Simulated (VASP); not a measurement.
Write the native input for VASP 6.6.1 that does the following.

```
Task                   : relaxation of shape and atoms at fixed volume
Functional             : PBE
Potentials or basis    : VASP PAW PBE potentials, release 64 (Bi_d)
Cutoff                 : 600 eV
k mesh                 : 14 × 14 × 8
Occupations            : fermi-dirac, width 0.05 eV
Spin                   : no spin polarisation
Dipole correction      : no
Further INCAR settings : ALGO = Normal; EDIFF = 1e-07; IBRION = 2; EDIFFG = -0.005; NSW = 50; ISIF = 4
```

The structure of Bi lies in POSCAR:

```
Bi
1.0
    2.7137062817      0.0000000000      0.0000000000
   -1.3568531408      2.3501385784      0.0000000000
    0.0000000000      0.0000000000      4.4738995402
Bi
2
Direct
    0.3333333333      0.6666666667      0.2500000000
    0.6666666667      0.3333333333      0.7500000000
```

This isn't the form of Bi at room conditions, which is rhombohedral.

These files were run (other wordings do the same):

INCAR

```
SYSTEM = Bi
ALGO = Normal
EDIFF = 1E-7
EDIFFG = -0.005
ENCUT = 600
GGA = PE
IBRION = 2
ISIF = 4
ISMEAR = -1
LASPH = .TRUE.
LCHARG = .FALSE.
LREAL = .FALSE.
LWAVE = .FALSE.
NELM = 100
NSW = 50
PREC = Accurate
SIGMA = 0.05
```

KPOINTS

```
k-points
0
G
  14 14 8
  0 0 0
```

Potentials or basis: VASP PAW PBE potentials, release 64 (Bi_d).

Command:

```bash
$ cat potpaw_PBE.64/Bi_d/POTCAR > POTCAR
$ mpirun -np 1 vasp_std > vasp.out
```

It gave:

* Energy gained by relaxing: 9.1 meV/atom
* Ionic steps: 7
* Pressure after relaxing: 269.8 GPa
* Band gap on the k mesh: zero (bands 15 and 16 overlap by 12.76 eV)

Caveat: spin-orbit coupling is left out, which moves the levels of the heavy elements.

It took 6.8 min on 1 thread of Intel Xeon 8259CL (shared host), peak memory 0.2 GiB.
